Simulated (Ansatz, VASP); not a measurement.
Two plane-wave programs on Ti

INCAR

```
SYSTEM = Ti
PREC = Accurate ; ENCUT = 500
EDIFF = 1E-6 ; ISMEAR = 0
SIGMA = 0.15 ; LREAL = .FALSE.
LASPH = .TRUE. ; NELM = 120
ALGO = Normal ; ISIF = 2
LWAVE = .FALSE. ; LCHARG = .FALSE.
GGA = PS ; NBANDS = 25
GGA_COMPAT = .FALSE.
```

KPOINTS

```
regular mesh
0
G
  12 12 18
  0 0 0
```

Contents of POSCAR:

```
Ti
1.0
    4.5152900513     -0.2257645026      0.0000000000
   -2.4531628201      4.0232381411      0.0000000000
    0.0000000000      0.0000000000      2.7987936488
Ti
3
Direct
    0.0000000000      0.0000000000      0.0000000000
    0.3333333333      0.6666666667      0.5000000000
    0.6666666667      0.3333333333      0.5000000000
```

Input for Ansatz:

```yaml
crystal:
  lattice:
    - [4.5152900513, -0.2257645026, 0.0]
    - [-2.4531628201, 4.0232381411, 0.0]
    - [0.0, 0.0, 2.7987936488]
  atoms:
    - { symbol: Ti, position: [0.0, 0.0, 0.0] }
    - { symbol: Ti, position: [0.3333333333, 0.6666666667, 0.5] }
    - { symbol: Ti, position: [0.6666666667, 0.3333333333, 0.5] }
basis:
  ecutwfc: 420
kpoints:
  mp_grid: { grid: [12, 12, 18] }
hamiltonian:
  xc: pbesol
scf:
  occupations: { method: gaussian, width: 0.15 }
output:
  forces: true
  stress: true
  eigenvalues: true
  write_density: true
  write_potential: true
  elf: true
  volumetric_format: npy
```

Change from the starting cell: strain -0.1000 x Voigt [0, 0, 0, 0, 0, 1], atoms carried along.

Alike in both runs: task single point; functional PBEsol; k mesh 12 × 12 × 18; occupations gaussian, width 0.15 eV; no spin polarisation.

```csv
,VASP,Ansatz
version,VASP 6.6.1,Ansatz 0.2.0
potentials or method,"VASP PAW PBE potentials, release 64 (Ti_sv), cutoff 500 eV","scalar-relativistic, plane waves, PAW"
valence electrons in the cell,36,36
```

|  | VASP | Ansatz | Ansatz less VASP |
| --- | --- | --- | --- |
| gap on the k mesh at the Fermi level (eV) | none | none | - |
| pressure (GPa) | 0.1 | 0.4 | +0.27 |
| traceless stress, the component that is largest in VASP (GPa) | 5.41 | 5.43 | +0.021 |
| rms of the force components (eV/Å) | 0.052 | 0.054 | +0.0020 |

VASP's potentials were made for PBE, not for PBEsol. Atom by atom the forces differ by 0.005 eV/Å (rms over components). A gap of «none» marks a metal or a gap that the smearing closes.
